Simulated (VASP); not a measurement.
Runs of VASP 6.6.1 on Pt. The structure is that of space group P6_3/mmc (No. 194), or close to it. The cells are those of the table. This isn't the form of Pt at room conditions, which is fcc.

```csv
cell,gap on the mesh (eV),pressure (GPa),moment (μB)
"a = 2.769, b = 2.769, c = 4.826 Å, angles 90.0, 90.0, 120.0°, 2 atoms",none,-8.8,(b)
"a = 2.733, b = 2.733, c = 4.763 Å, angles 90.0, 90.0, 120.0°, 2 atoms",none,0.8,0.00
"a = 2.696, b = 2.696, c = 4.699 Å, angles 90.0, 90.0, 120.0°, 2 atoms",none,(a),0.00
"a = 2.804, b = 2.804, c = 4.887 Å, angles 90.0, 90.0, 120.0°, 2 atoms",none,-16.2,0.00
"a = 2.839, b = 2.839, c = 4.947 Å, angles 90.0, 90.0, 120.0°, 2 atoms",none,-21.8,0.01
```

Alike in all rows: task single point; level r2SCAN; potentials or basis VASP PAW PBE potentials, release 64 (Pt); spin collinear; k mesh 15 × 15 × 8; cutoff (eV) 520; smearing fermi-dirac 0.05 eV.

Q: Estimate the missing entries.

A: (a) 13.2; (b) 0.02.

Caveats: the PAW data sets were made with another functional, which shifts forces and pressure a little; spin-orbit coupling is left out, which moves the levels of the heavy elements; the cell stands under tension (at least some runs); the cell stands under pressure (at least some runs).

A k mesh can miss the band edges, and the runs leave out spin-orbit coupling on Pt.

A gap of «none» marks levels without a gap at the run's occupations.
